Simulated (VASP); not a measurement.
Wanted: the native input for a VASP 6.6.1 run.

```yaml
Task: single point
Functional: PBE
Potentials_or_basis: VASP PAW PBE potentials, release 64 (W_sv)
Cutoff: 520 eV
k_mesh: 11 × 11 × 1
Occupations: fermi-dirac, width 0.08 eV
Spin: no spin polarisation
Dipole_correction: yes
Further_INCAR_settings: ALGO = Normal; EDIFF = 1e-06; NBANDS = 28
```

The structure of W lies in POSCAR:

```
W
1.0
    3.1834185700      0.0000000000      0.0000000000
    0.0000000000      3.1834185700      0.0000000000
    0.0000000000      0.0000000000     19.1834000000
W
3
Direct
    0.0000000000      0.0000000000      0.4232615824
    0.5000000000      0.5000000000      0.5000000029
    0.0000000000      0.0000000000      0.5767384147
```

These files were run (other wordings do the same):

INCAR

```
SYSTEM = W
  PREC = Accurate
  ENCUT = 520
  EDIFF = 1E-6
  ISMEAR = -1
  SIGMA = 0.08
  LREAL = .FALSE.
  LASPH = .TRUE.
  NELM = 100
  ALGO = Normal
  ISIF = 2
  LWAVE = .FALSE.
  LCHARG = .TRUE.
  LDIPOL = .TRUE.
  IDIPOL = 3
  DIPOL = 0.5 0.5 0.500
  GGA = PE
  LELF = .TRUE.
  LVHAR = .TRUE.
  LVACPOTAV = .TRUE.
  NBANDS = 28
```

KPOINTS

```
regular mesh
0
G
  11 11 1
  0 0 0
```

Potentials or basis: VASP PAW PBE potentials, release 64 (W_sv).

Launch:

```bash
$ cat potpaw_PBE.64/W_sv/POTCAR > POTCAR
$ mpirun -np 1 vasp_std > vasp.out
```

It gave:

The largest force is 0.040 eV/Å. The band gap on the k mesh is zero (band 21 reaches 0.65 eV, above the bottom of band 22 at -0.57 eV).

Caveat: spin-orbit coupling is left out, which moves the levels of the heavy elements.

It took 3.5 min on 1 thread of AMD EPYC 7R43 64-Core Processor (Zen 3) (shared host), peak memory 0.26 GiB.
